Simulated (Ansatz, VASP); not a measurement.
# CsH in VASP and in Ansatz

```
Cs H
1.0
     0.00000    2.52952    2.52952
     2.52952    0.00000    2.52952
     2.52952    2.52952    0.00000
Cs H
1 1
Direct
  0.00000 0.00000 0.00000
  0.50000 0.50000 0.50000
```

Alike in both runs: task single point; functional r2SCAN; k mesh 10 × 10 × 10; occupations gaussian, width 0.02 eV; no spin polarisation.

```csv
,VASP,Ansatz
version,VASP 6.6.1,Ansatz 0.2.0
potentials or method,"VASP PAW PBE potentials, release 64 (Cs_sv, H), cutoff 520 eV","scalar-relativistic, plane waves, PAW"
valence electrons in the cell,10,10
```

Ansatz gave:

* gap on the k mesh at the Fermi level (eV): 1.00
* least direct gap on the mesh (eV): 1.38
* pressure (GPa): 25.0

Which values does VASP return?

gap on the k mesh at the Fermi level (eV): 0.83; least direct gap on the mesh (eV): 1.21; pressure (GPa): 26.4.

VASP's potentials were made for PBE, not for r2SCAN.

Neither program's run includes spin-orbit coupling.
